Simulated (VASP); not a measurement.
# Si (a cell with a defect) in VASP: single point with PBE+D3(BJ)

Aim: the single point of Si (a cell with a defect) with PBE+D3(BJ).

Program: VASP 6.6.1. These are calculated values, not measurements. Logs are shortened: lines on timing, memory, paths and dates and some standing lists are left out, and cuts for length are marked.

## Step 1: The cell of the first run

The cell holds a defect, 63 atoms: a = 10.860 Å, b = 10.860 Å, c = 10.860 Å, α = 90.00°, β = 90.00°, γ = 90.00°.

## Step 2: Single point, PBE+D3(BJ), collinear spin

INCAR

```
SYSTEM = Si
PREC = Accurate
ENCUT = 520
EDIFF = 1E-7
ISMEAR = 0
SIGMA = 0.05
LREAL = Auto
LASPH = .TRUE.
NELM = 150
ALGO = Normal
ISIF = 2
LWAVE = .FALSE.
LCHARG = .FALSE.
ISPIN = 2
MAGMOM = 0 0 0 0 0 0 0 0 0 0 0.16 0 0 0 0 0 0 0 0 0 0 0 0 0 0 0 0 0 0.16 0 0 0 0 0 0 0 0 0 0 0 0 0 0 0 0 0 0 0 0 0 0 0 0 0 0 0 0 0 0.16 0.16 0 0 0
LORBIT = 11
GGA = PE
IVDW = 12
NBANDS = 167
NELECT = 253.0
```

KPOINTS

```
Automatic mesh
0
G
  1 1 1
  0 0 0
```

POSCAR

```
Si
1.0
   10.8600000000      0.0000000000      0.0000000000
    0.0000000000     10.8600000000      0.0000000000
    0.0000000000      0.0000000000     10.8600000000
Si
63
Direct
    0.4994662063      0.0002094843      0.0008047882
    0.6256137201      0.1246975138      0.1259658379
    0.7507393186      0.2492537753      0.0006824125
    0.8764657459      0.3757176796      0.1243575506
    0.7486839779     -0.0011662063      0.2525151934
    0.8746715470      0.1248539595      0.3752255985
   -0.0007611418      0.0009236648      0.0005192449
    0.1255422652      0.1266210866      0.1243586556
    0.2511593002      0.2525386740     -0.0012609576
    0.3773197974      0.3812997238      0.1187866483
    0.5016915285      0.5112504604     -0.0112730203
    0.6255534070      0.6244033149      0.1254469613
    0.7500615101      0.7496656538      0.0008521179
    0.8746091160      0.8759273481      0.1258693370
    0.2493316759      0.0009036832      0.2506923573
    0.3757599448      0.1248116022      0.3752559853
    0.4998436464      0.2523355433      0.2477695212
    0.6257079190      0.3741767035      0.3752720994
    0.7507794659      0.4995077348      0.2507447514
    0.8743827808      0.6260648250      0.3755149171
    0.4966372928     -0.0045124309      0.5046056169
    0.6231350829      0.1219444751      0.6267514733
    0.7486837017      0.2475953959      0.5012209945
    0.8746536832      0.3742020258      0.6241483425
    0.7451771639     -0.0046211786      0.7532607735
    0.8745686924      0.1247390424      0.8741009208
    0.0023382136      0.5013462247     -0.0012651934
    0.1308809392      0.6274768877      0.1190145488
    0.2611072744      0.7515783610     -0.0111709945
    0.3742165746      0.8756690608      0.1253881215
    0.0000110497      0.2501855433      0.2498889503
    0.1255419890      0.3757188766      0.3734377532
    0.2511634438      0.5013449355      0.2475523941
    0.3748677716      0.6250291897      0.3749901473
    0.4998486188      0.7500311234      0.2499885820
    0.6231109576      0.8733229282      0.3781693370
   -0.0026300184     -0.0011660221      0.5012229282
    0.1239388582      0.1246735727      0.6242849908
    0.2492139963      0.2492655617      0.4991708103
    0.3742080110      0.3745548803      0.6242923573
    0.4994528545      0.4991712707      0.4998088398
    0.6168897790      0.6229396869      0.6330059853
    0.7448994475      0.7468028545      0.5049906998
    0.8717151013      0.8733118785      0.6267851750
    0.2491279006      0.0001865562      0.7504190608
    0.3748660221      0.1250941989      0.8750362799
    0.4998558932      0.2500802026      0.7500397790
    0.6256198895      0.3745430018      0.8756851750
    0.7501005525      0.4991566298      0.7504363720
    0.8749064457      0.6250292818      0.8750338858
    0.0019408840      0.7501174033      0.2479511050
    0.1240069061      0.8758870166      0.3753400552
   -0.0008014733      0.4995554328      0.4991139042
    0.1245009208      0.6244049724      0.6243875691
    0.2490921731      0.7496697974      0.4998682320
    0.3730235727      0.8675238490      0.6325580110
    0.0020673112      0.2522793738      0.7500244936
    0.1310372928      0.3812293738      0.8725873849
    0.2611732965      0.5112115101      0.7482861878
    0.4083488029      0.6580313076      0.8416812155
    0.6172176796      0.8674069982      0.8769598527
   -0.0000865562      0.7500281768      0.7500502762
    0.1245453039      0.8756434622      0.8756750460
```

Potentials or basis: VASP PAW PBE potentials, release 64 (Si).

The run is started by

```bash
cat potpaw_PBE.64/Si/POTCAR > POTCAR
mpirun -np 1 vasp_gam > vasp.out
```

OUTCAR:

```text
SYSTEM = Si
   PREC = Accurate
   ENCUT = 520
   EDIFF = 1E-7
   ISMEAR = 0
   LREAL = Auto
   LASPH = .TRUE.
   NELM = 150
   ISIF = 2
   ISPIN = 2
   LORBIT = 11
   GGA = PE
   IVDW = 12
   NELECT = 253.0
 IVDW          = 12

 ion  position               nearest neighbor table
   1  0.499  0.000  0.001-  30 2.35  61 2.35  46 2.35   2 2.36
   2  0.626  0.125  0.126-   3 2.35  17 2.35   5 2.35   1 2.36
   3  0.751  0.249  0.001-  26 2.35   2 2.35  48 2.35   4 2.36
   4  0.876  0.376  0.124-  31 2.35  19 2.36   3 2.36  27 2.36
   5  0.749  0.999  0.253-   6 2.35  14 2.35   2 2.35  36 2.36
   6  0.875  0.125  0.375-  37 2.35   5 2.35  23 2.35  31 2.36
[... 43 lines left out ...]
  50  0.875  0.625  0.875-  27 2.35  62 2.35  49 2.35  13 2.35
  51  0.002  0.750  0.248-  14 2.35  52 2.35  20 2.38  28 2.39
  52  0.124  0.876  0.375-  15 2.35  51 2.35  37 2.35  55 2.36
  53  0.999  0.500  0.499-  24 2.35  20 2.35  54 2.35  32 2.36
  54  0.125  0.624  0.624-  55 2.35  59 2.35  53 2.35  62 2.36
  55  0.249  0.750  0.500-  54 2.35  56 2.35  34 2.35  52 2.36
  56  0.373  0.868  0.633-  45 2.35  55 2.35  21 2.38
  57  0.002  0.252  0.750-  24 2.35  38 2.35  26 2.38  58 2.39
  58  0.131  0.381  0.873-  27 2.35   9 2.35  57 2.39  59 2.41
  59  0.261  0.511  0.748-  40 2.35  54 2.35  58 2.41  60 2.48
  60  0.408  0.658  0.842-  11 2.47  59 2.48  29 2.48
  61  0.617  0.867  0.877-   1 2.35  13 2.35  25 2.38
  62  1.000  0.750  0.750-  44 2.35  50 2.35  63 2.36  54 2.36
  63  0.125  0.876  0.876-  45 2.35  29 2.35   7 2.35  62 2.36

  LATTYP: Found a simple cubic cell.
 ALAT       =    10.8600000000

  Lattice vectors:

 A1 = (  10.8600000000,   0.0000000000,   0.0000000000)
 A2 = (   0.0000000000,  10.8600000000,   0.0000000000)
 A3 = (   0.0000000000,   0.0000000000,  10.8600000000)

Analysis of symmetry for initial positions (statically):
=====================================================================
 Subroutine PRICEL returns:
 Original cell was already a primitive cell.

 Routine SETGRP: Setting up the symmetry group for a
 simple cubic supercell.

 Subroutine GETGRP returns: Found  1 space group operations
 (whereof  1 operations were pure point group operations)
 out of a pool of 48 trial point group operations.

The static configuration has the point symmetry C_1 .

Analysis of symmetry for dynamics (positions and initial velocities):
=====================================================================
 Subroutine PRICEL returns:
 Original cell was already a primitive cell.

 Routine SETGRP: Setting up the symmetry group for a
 simple cubic supercell.

 Subroutine GETGRP returns: Found  1 space group operations
 (whereof  1 operations were pure point group operations)
 out of a pool of 48 trial point group operations.

The dynamic configuration has the point symmetry C_1 .

Analysis of structural, dynamic, and magnetic symmetry:
=====================================================================
 Subroutine PRICEL returns:
 Original cell was already a primitive cell.

 Routine SETGRP: Setting up the symmetry group for a
 simple cubic supercell.

 Subroutine GETGRP returns: Found  1 space group operations
 (whereof  1 operations were pure point group operations)
 out of a pool of 48 trial point group operations.

The overall configuration has the point symmetry C_1 .

 Subroutine INISYM returns: Found  1 space group operations
 (whereof  1 operations are pure point group operations),
 and found     1 'primitive' translations

----------------------------------------------------------------------------------------

                                     Primitive cell

  volume of cell :    1280.8241

[... 180 lines left out ...]
   ISPIN  =      2    spin polarized calculation?
   LNONCOLLINEAR =      F non collinear calculations
   LSORBIT =      F    spin-orbit coupling
   LASPH  =      T    aspherical Exc in radial PAW
   ENCUT  =  520.0 eV  38.22 Ry    6.18 a.u.  20.19 20.19 20.19*2*pi/ulx,y,z
   NELM   =    150;   NELMIN=  2; NELMDL= -5     # of ELM steps
   EDIFF  = 0.1E-06   stopping-criterion for ELM
   LREAL  =      T    real-space projection
   EDIFFG = 0.1E-05   stopping-criterion for IOM
   NSW    =      0    number of steps for IOM
   IBRION =     -1    ionic relax: 0-MD 1-quasi-New 2-CG
   NFREE  =      0    steps in history (QN), initial steepest desc. (CG)
   ISIF   =      2    stress and relaxation
   ISYM   =      2    0-nonsym 1-usesym 2-fastsym
   POTIM  = 0.5000    time-step for ionic-motion
   TEBEG  =    0.0;   TEEND  =   0.0 temperature during run
   PSTRESS=    0.0 pullay stress
   NELECT =     253.0000    total number of electrons
   NUPDOWN=      -1.0000    fix difference up-down
   EMIN   =  10.00;   EMAX   =-10.00  energy-range for DOS
   EFERMI =   0.00;   METHOD = LEGACY
   ISMEAR =     0;   SIGMA  =   0.05  broadening in eV -4-tet -1-fermi 0-gaus
   EFERMI_NEDOS =   21; number of points for ismear=-14 and -15
   IALGO  =     38    algorithm
   IMIX   =      4    mixing-type and parameters
     AMIX     =   0.40;   BMIX     =  1.00
     AMIX_MAG =   1.60;   BMIX_MAG =  1.00
  volume/ion in A,a.u.               =      20.33       137.20
  Fermi-wavevector in a.u.,A,eV,Ry     =   0.953422  1.801706 12.367880  0.909014
  Thomas-Fermi vector in A             =   2.082076
   LORBIT       =     11    0 simple, 1 ext, 2 COOP (PROOUT), +10 PAW based schemes
   GGA     = PE    functional components
   LHFCALC =     F    Hartree Fock is set to
   AEXX    =    0.0000 exact exchange contribution
   IVDW    =    12    specifies the selected vdW correction
   LEPSILON=     F    determine dielectric tensor
   LRPA    =     F    only Hartree local field effects (RPA)
 spin polarized calculation
 Gauss-broadening in eV      SIGMA  =   0.05
  energy-cutoff  :      520.00
  volume of cell :     1280.82
 maximum number of plane-waves:     17229
 NGX is ok and might be reduce to    84
   NGX = 41   NGY = 41   NGZ = 41

 number of electron     252.9999986 magnetization       2.9689064

 Free energy of the ion-electron system (eV)
  ---------------------------------------------------
  ext. energy  EPLUGINS =         0.00000000
  ---------------------------------------------------
  free energy    TOTEN  =      -325.64123313 eV

  energy without entropy =     -325.63451181  energy(sigma->0) =     -325.63787247

 E-fermi :   6.3136     XC(G=0):  -9.3562

 val. band max:        6.2512770856   @ k =   0.0000   0.0000   0.0000
 cond. band min:       6.3927295594   @ k =   0.0000   0.0000   0.0000
 fundamental gap:      0.1414524739
 Fermi energy:         6.3135743331

 spin component 1

 k-point     1 :       0.0000    0.0000    0.0000
  band No.  band energies     occupation
      1      -6.2154      1.00000
      2      -5.1642      1.00000
      3      -5.1641      1.00000
      4      -5.1612      1.00000
      5      -5.1609      1.00000
      6      -5.1146      1.00000
[... 130 lines left out ...]
    137       6.8898      0.00000
    138       6.9004      0.00000
 Fermi energy:         6.3135743331

 spin component 2

 k-point     1 :       0.0000    0.0000    0.0000
  band No.  band energies     occupation
      1      -6.1811      1.00000
      2      -5.1294      1.00000
      3      -5.1291      1.00000
      4      -5.1266      1.00000
      5      -5.1265      1.00000
      6      -5.0891      1.00000
[... 130 lines left out ...]
    137       6.9342      0.00000
    138       6.9553      0.00000
 [bands above 138 left out]

------------------------ aborting loop because EDIFF is reached ----------------------------------------

 Edisp (eV)  -19.96069

 E6    (eV) :   -11.6867

 E8    (eV) :    -8.2740

  FORCE on cell =-STRESS in cart. coord.  units (eV):
  Direction    XX          YY          ZZ          XY          YZ          ZX
  --------------------------------------------------------------------------------------
  -------------------------------------------------------------------------------------
  Total       3.18597     3.38801     3.24826    -3.50094     3.49339     3.52427
  in kB       3.98532     4.23804     4.06324    -4.37932     4.36987     4.40849
  external pressure =        4.10 kB  Pullay stress =        0.00 kB

 VOLUME and BASIS-vectors are now :
 -----------------------------------------------------------------------------
  energy-cutoff  :      520.00
  volume of cell :     1280.82
      direct lattice vectors                 reciprocal lattice vectors
    10.860000000  0.000000000  0.000000000     0.092081031  0.000000000  0.000000000
     0.000000000 10.860000000  0.000000000     0.000000000  0.092081031  0.000000000
     0.000000000  0.000000000 10.860000000     0.000000000  0.000000000  0.092081031

 POSITION                                       TOTAL-FORCE (eV/Angst)
 -----------------------------------------------------------------------------------
      5.42420      0.00227      0.00874         0.001107     -0.028146     -0.023571
      6.79417      1.35421      1.36799         0.002506     -0.013609     -0.018580
      8.15303      2.70690      0.00741        -0.011076      0.007982     -0.010747
      9.51842      4.08029      1.35052        -0.008979      0.006235     -0.007063
      8.13071     10.84733      2.74232        -0.002965     -0.003818     -0.005192
      9.49893      1.35591      4.07495         0.004911      0.003116     -0.003740
[... 55 lines left out ...]
     10.85906      8.14531      8.14555         0.001334      0.007611     -0.001739
      1.35256      9.50949      9.50983         0.029550     -0.016456      0.007521
 -----------------------------------------------------------------------------------
    total drift:                               -0.031887      0.004026      0.006414

  FREE ENERGIE OF THE ION-ELECTRON SYSTEM (eV)
  ---------------------------------------------------
  free  energy   TOTEN  =      -345.6019192760 eV

  energy  without entropy=     -345.5951979630  energy(sigma->0) =     -345.59855862

 total charge

# of ion       s       p       d       tot
------------------------------------------
    1        0.741   0.957   0.000   1.697
    2        0.743   0.954   0.000   1.697
    3        0.740   0.961   0.000   1.701
    4        0.740   0.957   0.000   1.697
    5        0.739   0.960   0.000   1.699
    6        0.740   0.959   0.000   1.699
[... 55 lines left out ...]
   62        0.740   0.961   0.000   1.700
   63        0.740   0.962   0.000   1.702
--------------------------------------------------
tot         46.898  59.605   0.000 106.503

 magnetization (x)

# of ion       s       p       d       tot
------------------------------------------
    1        0.001   0.014   0.000   0.015
    2        0.002   0.016   0.000   0.018
    3        0.001   0.005   0.000   0.006
    4        0.000   0.005   0.000   0.005
    5        0.000   0.003   0.000   0.003
    6       -0.000   0.001   0.000   0.001
[... 55 lines left out ...]
   62        0.001  -0.002   0.000  -0.001
   63        0.001   0.002   0.000   0.003
--------------------------------------------------
tot          0.241   0.845   0.000   1.086
```

It took 27 min on 1 thread of Intel Xeon 8259CL, shared host; peak memory 1.4 GiB.

What came out:

| Item | Value |
| --- | --- |
| Free energy | -345.6019 eV |
| Largest force | 0.506 eV/Å |
| Net moment | 2.97 μB per cell |
| Site moments | Si +0.01, +0.02, +0.00, +0.03, -0.00, +0.15, +0.10 (each value once) μB |
| Valence electrons inside the program's atomic spheres | Si 1.70, 1.68, 1.67, 1.69, 1.65, 1.57 (each value once) |
| Dispersion energy per atom | -0.317 eV |

Forces on the atoms (eV/Å):
```
Si   0.001 -0.028 -0.024
Si   0.003 -0.014 -0.019
Si  -0.011  0.008 -0.011
Si  -0.009  0.006 -0.007
Si  -0.003 -0.004 -0.005
Si   0.005  0.003 -0.004
Si   0.008 -0.013 -0.009
Si   0.006 -0.009 -0.007
Si  -0.002 -0.001  0.003
Si  -0.009  0.003 -0.004
Si  -0.052  0.002 -0.002
Si  -0.016 -0.007 -0.029
Si  -0.028  0.000 -0.025
Si  -0.014  0.001 -0.019
Si   0.010 -0.012 -0.008
Si   0.013  0.014 -0.015
Si   0.008  0.013 -0.014
Si   0.002  0.019  0.014
Si  -0.011  0.009 -0.008
Si   0.014  0.014 -0.014
Si   0.002  0.015 -0.016
Si   0.007  0.002 -0.006
Si  -0.003  0.006  0.003
Si  -0.014  0.019 -0.001
Si   0.016  0.015 -0.001
Si   0.014  0.013 -0.015
Si  -0.001 -0.003  0.002
Si   0.007 -0.011 -0.007
Si   0.007 -0.051 -0.006
Si  -0.008 -0.016 -0.029
Si   0.005  0.011 -0.008
Si   0.006  0.007  0.009
Si  -0.002 -0.003  0.001
Si   0.005  0.003  0.002
Si  -0.001  0.007 -0.008
Si   0.007  0.007 -0.001
Si   0.005 -0.004  0.003
Si   0.019 -0.014 -0.002
Si   0.011  0.009  0.011
Si  -0.008  0.028  0.016
Si   0.001  0.023  0.028
Si   0.054  0.046 -0.055
Si   0.018  0.000 -0.017
Si   0.002  0.006 -0.006
Si   0.025 -0.028  0.000
Si   0.005 -0.002 -0.004
Si   0.000  0.010 -0.004
Si  -0.016  0.029  0.008
Si  -0.028  0.024  0.000
Si   0.000  0.003 -0.004
Si   0.014  0.008 -0.014
Si   0.019  0.002  0.013
Si   0.008  0.009  0.012
Si   0.030 -0.007  0.017
Si   0.025  0.000  0.029
Si   0.045  0.055 -0.054
Si   0.014  0.013 -0.008
Si   0.006  0.004  0.010
Si   0.004  0.002  0.051
Si  -0.299 -0.283  0.295
Si   0.054  0.055 -0.045
Si   0.001  0.008 -0.002
Si   0.030 -0.016  0.008
```

Caveat: the k points lie up to 0.58 Å⁻¹ apart; the cell carries a net charge on a neutralising background, which shifts energy and pressure; the cell is charged against a uniform background, so pressure and absolute levels hang on convention; a moment this small can come from the mesh or the smearing.
